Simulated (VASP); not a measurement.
# Ge7Os (Fm-3m) in VASP: a series of runs

Ge7Os is run at these levels: PBE; tasks: single point.

All numbers are computed with VASP 6.6.1; they aren't measurements. Logs are shortened: lines on timing, memory, paths and dates and some standing lists are left out, and cuts for length are marked.

## Step 1: The cell of the first run

It takes space group Fm-3m (No. 225, cubic). The conventional cell has a = 8.279 Å, b = 8.279 Å, c = 8.279 Å, α = 90.00°, β = 90.00°, γ = 90.00°. Within 3.9 Å of Ge (site symmetry m-3m) lie 12 Ge at 2.93 Å. Ge (site symmetry mmm) has 10 Ge at 2.93 Å and 2 Os at 2.93 Å within 3.9 Å. Os (site symmetry m-3m) has 12 Ge at 2.93 Å within 3.9 Å.

The cell was built from a structure type or drawn by symmetry, and may not be a known phase.

## Step 2: Single point, PBE

Contents of INCAR:

```
  PREC = Accurate
  ENCUT = 520
  EDIFF = 1E-7
  ISMEAR = 0
  SIGMA = 0.1
  LREAL = False
  LASPH = True
  NELM = 80
  ALGO = Normal
  ISIF = 2
  LWAVE = False
  LCHARG = False
  GGA = PE
  NBANDS = 63
```

Contents of KPOINTS:

```
regular mesh
0
Gamma
  8 8 8
```

Contents of POSCAR:

```
Ge7Os
1.0
    0.0000000000      4.1394225827      4.1394225827
    4.1394225827      0.0000000000      4.1394225827
    4.1394225827      4.1394225827      0.0000000000
Ge Os
7 1
Direct
    0.5000000000      0.5000000000      0.5000000000
    0.5000000000      0.0000000000      0.0000000000
    0.5000000000      0.0000000000      0.5000000000
    0.0000000000      0.5000000000      0.5000000000
    0.0000000000      0.5000000000      0.0000000000
    0.5000000000      0.5000000000      0.0000000000
    0.0000000000      0.0000000000      0.5000000000
    0.0000000000      0.0000000000      0.0000000000
```

Potentials or basis: VASP PAW PBE potentials, release 64 (Ge_d, Os).

Started as:

```bash
cat potpaw_PBE.64/Ge_d/POTCAR potpaw_PBE.64/Os/POTCAR > POTCAR
mpirun -np 1 vasp_std > vasp.out
```

OUTCAR:

```text
PREC = Accurate
   ENCUT = 520
   EDIFF = 1E-7
   ISMEAR = 0
   LREAL = False
   LASPH = True
   NELM = 80
   ISIF = 2
   GGA = PE

 ion  position               nearest neighbor table
   1  0.500  0.500  0.500-
   2  0.500  0.000  0.000-   8 2.93   8 2.93
   3  0.500  0.000  0.500-   8 2.93   8 2.93
   4  0.000  0.500  0.500-   8 2.93   8 2.93
   5  0.000  0.500  0.000-   8 2.93   8 2.93
   6  0.500  0.500  0.000-   8 2.93   8 2.93
   7  0.000  0.000  0.500-   8 2.93   8 2.93
   8  0.000  0.000  0.000-   2 2.93   5 2.93   7 2.93   3 2.93   4 2.93   7 2.93   4 2.93   5 2.93
                             6 2.93   2 2.93   3 2.93   6 2.93

  LATTYP: Found a face centered cubic cell.
 ALAT       =     8.2788451654

  Lattice vectors:

 A1 = (   0.0000000000,   4.1394225827,   4.1394225827)
 A2 = (   4.1394225827,   0.0000000000,   4.1394225827)
 A3 = (   4.1394225827,   4.1394225827,   0.0000000000)

Analysis of symmetry for initial positions (statically):
=====================================================================
 Subroutine PRICEL returns:
 Original cell was already a primitive cell.

 Routine SETGRP: Setting up the symmetry group for a
 face centered cubic supercell.

 Subroutine GETGRP returns: Found 48 space group operations
 (whereof 48 operations were pure point group operations)
 out of a pool of 48 trial point group operations.

The static configuration has the point symmetry O_h .

Analysis of symmetry for dynamics (positions and initial velocities):
=====================================================================
 Subroutine PRICEL returns:
 Original cell was already a primitive cell.

 Routine SETGRP: Setting up the symmetry group for a
 face centered cubic supercell.

 Subroutine GETGRP returns: Found 48 space group operations
 (whereof 48 operations were pure point group operations)
 out of a pool of 48 trial point group operations.

The dynamic configuration has the point symmetry O_h .

 Subroutine INISYM returns: Found 48 space group operations
 (whereof 48 operations are pure point group operations),
 and found     1 'primitive' translations

----------------------------------------------------------------------------------------

                                     Primitive cell

  volume of cell :     141.8565

  direct lattice vectors                    reciprocal lattice vectors
     0.000000000  4.139422583  4.139422583    -0.120789794  0.120789794  0.120789794
     4.139422583  0.000000000  4.139422583     0.120789794 -0.120789794  0.120789794
     4.139422583  4.139422583  0.000000000     0.120789794  0.120789794 -0.120789794

  length of vectors
     5.854027557  5.854027557  5.854027557     0.209214060  0.209214060  0.209214060

  position of ions in fractional coordinates (direct lattice)
     0.500000000  0.500000000  0.500000000
     0.500000000  0.000000000  0.000000000
     0.500000000  0.000000000  0.500000000
     0.000000000  0.500000000  0.500000000
     0.000000000  0.500000000  0.000000000
     0.500000000  0.500000000  0.000000000
     0.000000000  0.000000000  0.500000000
     0.000000000  0.000000000  0.000000000

  ion indices of the primitive-cell ions
   primitive index   ion index
                 1           1
                 2           2
                 3           3
                 4           4
                 5           5
                 6           6
                 7           7
                 8           8

----------------------------------------------------------------------------------------

 KPOINTS: regular mesh

Automatic generation of k-mesh.
 Grid dimensions read from file:
 generate k-points for:    8    8    8

 Generating k-lattice:

  Cartesian coordinates                     Fractional coordinates (reciprocal lattice)
    -0.015098724  0.015098724  0.015098724     0.125000000  0.000000000  0.000000000
     0.015098724 -0.015098724  0.015098724     0.000000000  0.125000000  0.000000000
     0.015098724  0.015098724 -0.015098724     0.000000000  0.000000000  0.125000000

  Length of vectors
     0.026151757  0.026151757  0.026151757

  Shift w.r.t. Gamma in fractional coordinates (k-lattice)
     0.000000000  0.000000000  0.000000000

 Subroutine IBZKPT returns following result:
 ===========================================

 Found     29 irreducible k-points:

 Following reciprocal coordinates:
            Coordinates               Weight
  0.000000  0.000000  0.000000      1.000000
  0.125000  0.000000  0.000000      8.000000
  0.250000  0.000000  0.000000      8.000000
  0.375000  0.000000  0.000000      8.000000
  0.500000  0.000000  0.000000      4.000000
  0.125000  0.125000  0.000000      6.000000
[... 16 lines left out ...]
  0.500000  0.250000  0.125000     48.000000
 -0.375000  0.250000  0.125000     24.000000
 [... further k-points ...]
   k-points           NKPTS =     29   k-points in BZ     NKDIM =     29   number of bands    NBANDS=     63
   number of dos      NEDOS =    301   number of ions     NIONS =      8
   total plane-waves  NPLWV = 110592
   dimension x,y,z NGX =    48 NGY =   48 NGZ =   48
   dimension x,y,z NGXF=    96 NGYF=   96 NGZF=   96
   ions per type =               7   1
   NGX,Y,Z   is equivalent  to a cutoff of  13.63, 13.63, 13.63 a.u.
   NGXF,Y,Z  is equivalent  to a cutoff of  27.26, 27.26, 27.26 a.u.
 SYSTEM =  unknown system
   PREC   = accura    normal or accurate (medium, high low for compatibility)
   ISTART =      0    job   : 0-new  1-cont  2-samecut
   ICHARG =      2    charge: 1-file 2-atom 10-const
   ISPIN  =      1    spin polarized calculation?
   LNONCOLLINEAR =      F non collinear calculations
   LSORBIT =      F    spin-orbit coupling
   LASPH  =      T    aspherical Exc in radial PAW
   ENCUT  =  520.0 eV  38.22 Ry    6.18 a.u.  10.88 10.88 10.88*2*pi/ulx,y,z
   NELM   =     80;   NELMIN=  2; NELMDL= -5     # of ELM steps
   EDIFF  = 0.1E-06   stopping-criterion for ELM
   LREAL  =      F    real-space projection
   EDIFFG = 0.1E-05   stopping-criterion for IOM
   NSW    =      0    number of steps for IOM
   IBRION =     -1    ionic relax: 0-MD 1-quasi-New 2-CG
   NFREE  =      0    steps in history (QN), initial steepest desc. (CG)
   ISIF   =      2    stress and relaxation
   ISYM   =      2    0-nonsym 1-usesym 2-fastsym
   POTIM  = 0.5000    time-step for ionic-motion
   TEBEG  =    0.0;   TEEND  =   0.0 temperature during run
   PSTRESS=    0.0 pullay stress
   NELECT =     106.0000    total number of electrons
   NUPDOWN=      -1.0000    fix difference up-down
   EMIN   =  10.00;   EMAX   =-10.00  energy-range for DOS
   EFERMI =   0.00;   METHOD = LEGACY
   ISMEAR =     0;   SIGMA  =   0.10  broadening in eV -4-tet -1-fermi 0-gaus
   EFERMI_NEDOS =   21; number of points for ismear=-14 and -15
   IALGO  =     38    algorithm
   IMIX   =      4    mixing-type and parameters
     AMIX     =   0.40;   BMIX     =  1.00
     AMIX_MAG =   1.60;   BMIX_MAG =  1.00
  volume/ion in A,a.u.               =      17.73       119.66
  Fermi-wavevector in a.u.,A,eV,Ry     =   1.485572  2.807324 30.027024  2.206924
  Thomas-Fermi vector in A             =   2.598967
   LORBIT       =      0    0 simple, 1 ext, 2 COOP (PROOUT), +10 PAW based schemes
   GGA     = PE    functional components
   LHFCALC =     F    Hartree Fock is set to
   AEXX    =    0.0000 exact exchange contribution
   IVDW    =     0    specifies the selected vdW correction
   LEPSILON=     F    determine dielectric tensor
   LRPA    =     F    only Hartree local field effects (RPA)
 non-spin polarized calculation
 Gauss-broadening in eV      SIGMA  =   0.10
  energy-cutoff  :      520.00
  volume of cell :      141.86
 maximum number of plane-waves:      3839
 NGX is ok and might be reduce to    48
   NGX = 21   NGY = 21   NGZ = 21

 number of electron     105.9999972 magnetization

 Free energy of the ion-electron system (eV)
  ---------------------------------------------------
  ext. energy  EPLUGINS =         0.00000000
  ---------------------------------------------------
  free energy    TOTEN  =       -38.91672620 eV

  energy without entropy =      -38.89251112  energy(sigma->0) =      -38.90461866

 E-fermi :   7.3432     XC(G=0): -11.7430

 val. band max:        7.3270477669   @ k =  -0.3750   0.3750   0.0000
 cond. band min:       7.3716667108   @ k =  -0.3750   0.2500   0.0000
 fundamental gap:      0.0446189439
 Fermi energy:         7.3431633137

 k-point     1 :       0.0000    0.0000    0.0000
  band No.  band energies     occupation
      1     -17.5463      2.00000
      2     -17.5463      2.00000
      3     -17.5463      2.00000
      4     -17.5259      2.00000
      5     -17.5023      2.00000
      6     -17.5023      2.00000
[... 55 lines left out ...]
     62      14.6676      0.00000
     63      14.6788      0.00000

 k-point     2 :       0.1250    0.0000    0.0000
  band No.  band energies     occupation
      1     -17.5428      2.00000
      2     -17.5426      2.00000
      3     -17.5426      2.00000
      4     -17.5227      2.00000
      5     -17.5000      2.00000
      6     -17.5000      2.00000
[... 55 lines left out ...]
     62      13.9233      0.00000
     63      13.9234      0.00000

 k-point     3 :       0.2500    0.0000    0.0000
  band No.  band energies     occupation
      1     -17.5343      2.00000
      2     -17.5330      2.00000
      3     -17.5330      2.00000
      4     -17.5125      2.00000
      5     -17.4997      2.00000
      6     -17.4944      2.00000
[... 1375 lines left out ...]
     62      11.2260      0.00000
     63      11.6968      0.00000

 k-point    24 :      -0.3750    0.2500    0.1250
  band No.  band energies     occupation
      1     -17.5139      2.00000
      2     -17.5123      2.00000
      3     -17.5079      2.00000
      4     -17.5032      2.00000
      5     -17.4851      2.00000
      6     -17.4830      2.00000
[... 55 lines left out ...]
     62      11.1084      0.00000
     63      11.3941      0.00000

 [... further k-points ...]

------------------------ aborting loop because EDIFF is reached ----------------------------------------

  FORCE on cell =-STRESS in cart. coord.  units (eV):
  Direction    XX          YY          ZZ          XY          YZ          ZX
  --------------------------------------------------------------------------------------
  -------------------------------------------------------------------------------------
  Total        0.0479283      0.0479283      0.0479283      0.0000000     -0.0000000      0.0000000
  in kB        0.5413192      0.5413192      0.5413192      0.0000000     -0.0000000      0.0000000
  external PRESSURE =       0.5413192 kB  Pullay stress =       0.0000000 kB

 VOLUME and BASIS-vectors are now :
 -----------------------------------------------------------------------------
  energy-cutoff  :      520.00
  volume of cell :      141.86
      direct lattice vectors                 reciprocal lattice vectors
     0.000000000  4.139422583  4.139422583    -0.120789794  0.120789794  0.120789794
     4.139422583  0.000000000  4.139422583     0.120789794 -0.120789794  0.120789794
     4.139422583  4.139422583  0.000000000     0.120789794  0.120789794 -0.120789794

 POSITION                                       TOTAL-FORCE (eV/Angst)
 -----------------------------------------------------------------------------------
      4.13942      4.13942      4.13942        -0.000000      0.000000     -0.000000
      0.00000      2.06971      2.06971         0.000000     -0.000000      0.000000
      2.06971      4.13942      2.06971        -0.000000      0.000000     -0.000000
      4.13942      2.06971      2.06971         0.000000      0.000000      0.000000
      2.06971      0.00000      2.06971        -0.000000      0.000000      0.000000
      2.06971      2.06971      4.13942        -0.000000      0.000000     -0.000000
      2.06971      2.06971      0.00000        -0.000000      0.000000      0.000000
      0.00000      0.00000      0.00000        -0.000000      0.000000      0.000000
 -----------------------------------------------------------------------------------
    total drift:                                0.000000      0.000000      0.000000

  FREE ENERGIE OF THE ION-ELECTRON SYSTEM (eV)
  ---------------------------------------------------
  free  energy   TOTEN  =       -38.9167261958 eV

  energy  without entropy=      -38.8925111193  energy(sigma->0) =      -38.90461866
```

It took 7.9 min on 1 thread of Intel Xeon Platinum 8259CL at 2.50GHz (Skylake/Cascade Lake), shared host; peak memory 0.42 GiB.

What came out:

```
Free energy            : -38.9167 eV
Pressure               : 0.1 GPa
Band gap on the k mesh : zero (bands 53 and 54 overlap by 0.57 eV)
```

Levels at points of the mesh, in eV from the Fermi level:
```tsv
k point	band 51	band 52	band 53	band 54	band 55	band 56
(0.00, 0.00, 0.00)	-0.55	-0.55	-0.49	-0.31	-0.31	2.75
(0.50, 0.00, 0.00)	-1.31	-0.94	-0.27	-0.27	1.25	1.34
(0.50, 0.50, 0.00)	-1.20	-0.41	-0.25	-0.10	-0.03	0.41
```

Caveat: spin-orbit coupling is left out, which moves the levels of the heavy elements.

## Step 3: Single point, PBE, collinear spin

This run uses another cell than the first one, of 17.64 Å³/atom.

Contents of INCAR:

```
ALGO = Normal ; EDIFF = 1E-7
ENCUT = 520 ; GGA = PE
ISIF = 2 ; ISMEAR = 0
ISPIN = 2 ; LASPH = T
LCHARG = F ; LMAXMIX = 4
LORBIT = 11 ; LREAL = F
LWAVE = F ; MAGMOM = 0 0 0 0 0 0 0 1
NBANDS = 67 ; NELM = 150
PREC = Accurate ; SIGMA = 0.1
```

Contents of KPOINTS:

```
k-points
0
Gamma
  4 4 4
```

POSCAR: that of step 2 with these lines changed.

```diff
@@ -2,5 +2,5 @@
 1.0
-    0.0000000000      4.1394225827      4.1394225827
-    4.1394225827      0.0000000000      4.1394225827
-    4.1394225827      4.1394225827      0.0000000000
+    0.0000000000      4.1321451500      4.1321451500
+    4.1321451500      0.0000000000      4.1321451500
+    4.1321451500      4.1321451500      0.0000000000
 Ge Os
```

Potentials or basis: VASP PAW PBE potentials, release 64 (Ge_d, Os).

Started as:

```bash
cat potpaw_PBE.64/Ge_d/POTCAR potpaw_PBE.64/Os/POTCAR > POTCAR
mpirun -np 1 vasp_std > vasp.out
```

Wall time 6 min (1 thread of Intel Xeon Platinum 8259CL at 2.50GHz (Skylake/Cascade Lake), shared host); peak memory 0.45 GiB.

The run converged. Its results:

```
Free energy                                           : -38.9040 eV
Pressure                                              : 0.0 GPa
Band gap on the k mesh                                : zero (filled and empty bands overlap)
Net moment                                            : 0.00 μB per cell
Valence electrons inside the program's atomic spheres : Ge 12.23, 12.22 (each value once); Os 6.88
```

Levels at points of the mesh, in eV from the Fermi level:
Spin up:
```
           k point  band 50  band 51  band 52  band 53  band 54  band 55  band 56  band 57  band 58  band 59
(0.00, 0.00, 0.00)    -0.37    -0.37    -0.37    -0.35    -0.13    -0.13     2.87     2.87     2.87     3.89
(0.50, 0.00, 0.00)    -1.17    -1.17    -0.79    -0.09    -0.09     1.35     1.45     1.45     1.72     3.10
(0.50, 0.50, 0.00)    -1.17    -1.07    -0.33    -0.08    -0.01     0.12     0.54     0.54     2.18     2.38
```
Spin down:
| k point | band 52 | band 53 | band 54 | band 55 | band 56 | band 57 |
| --- | --- | --- | --- | --- | --- | --- |
| (0.00, 0.00, 0.00) | -0.37 | -0.35 | -0.12 | -0.12 | 2.87 | 2.87 |
| (0.50, 0.00, 0.00) | -0.79 | -0.09 | -0.09 | 1.35 | 1.45 | 1.45 |
| (0.50, 0.50, 0.00) | -0.33 | -0.08 | -0.01 | 0.12 | 0.54 | 0.54 |

Caveat: spin-orbit coupling is left out, which moves the levels of the heavy elements.
